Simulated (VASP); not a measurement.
Write the native input for VASP 6.6.1 that does the following.

```yaml
Task: single point
Functional: LDA
Potentials_or_basis: VASP PAW LDA potentials, release 64 (Ga_d, N)
Cutoff: 520 eV
k_mesh: 10 × 10 × 10
Occupations: gaussian, width 0.01 eV
Spin: no spin polarisation
Dipole_correction: no
Further_INCAR_settings: ALGO = Normal; EDIFF = 1e-07; NBANDS = 16
```

The structure of GaN lies in POSCAR:

```
GaN
1.0
    2.2351959379      2.2351959379      0.0000000000
   -2.2351959379      2.2351959379      0.0000000000
    0.0000000000      2.2351959379      2.2351959379
Ga N
1 1
Direct
    0.0000000000      0.0000000000      0.0000000000
    0.2500000000      0.7500000000      0.5000000000
```

These files were run (other wordings do the same):

INCAR

```
SYSTEM = GaN
PREC = Accurate ; ENCUT = 520
EDIFF = 1E-7 ; ISMEAR = 0
SIGMA = 0.01 ; LREAL = .FALSE.
LASPH = .TRUE. ; NELM = 60
ALGO = Normal ; ISIF = 2
LWAVE = .FALSE. ; LCHARG = .FALSE.
NBANDS = 16
```

KPOINTS

```
Automatic mesh
0
G
  10 10 10
  0 0 0
```

Potentials or basis: VASP PAW LDA potentials, release 64 (Ga_d, N).

Launch:

```bash
$ cat potpaw_LDA.64/Ga_d/POTCAR potpaw_LDA.64/N/POTCAR > POTCAR
$ mpirun -np 1 vasp_std > vasp.out
```

Results of the run:

The pressure is -0.9 GPa. The band gap on the k mesh is 1.91 eV, direct.

Run time: 18 s on 1 thread of Intel Xeon 8259CL, with other jobs on the host, peak memory 0.14 GiB.
